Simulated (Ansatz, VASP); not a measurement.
One calculation of Fe, two programs

```
CELL_PARAMETERS angstrom
0.00000 1.94174 2.02406
1.49844 0.00000 2.02406
1.49844 1.94174 0.00000
ATOMIC_POSITIONS crystal
Fe 0.00000 0.00000 0.00000
```

Change from the starting cell: zz strain of +3 %, crystal datasets.

Alike in both runs: task electric field gradients; functional LDA; k mesh 16 × 16 × 16; occupations fermi-dirac, width 0.05 eV; collinear spin.

|  | VASP | Ansatz |
| --- | --- | --- |
| version | VASP 6.6.1 | Ansatz 0.2.0 |
| potentials or method | VASP PAW LDA potentials, release 64 (Fe), cutoff 520 eV | all-electron PAW with datasets made for the crystal, scalar-relativistic |

```csv
,VASP,Ansatz,Ansatz less VASP
pressure (GPa),-22.7,-22.0,+0.65
"traceless stress, the component that is largest in VASP (GPa)",4.75,4.80,+0.041
net moment per atom (μB),2.20,2.24,+0.035
size of the moment on the site where the two differ most (μB),2.18,2.25,+0.069
size of Vzz on the site where it differs most (V/Å²),6.2,6.9,+0.67
```

LDA's correlation is that of Perdew and Zunger in VASP and of Perdew and Wang (1992) in Ansatz. Site moments also hang on the region over which each program counts them. Ansatz ran all-electron here, and VASP with PAW potentials. Ansatz's warnings: printed levels off.
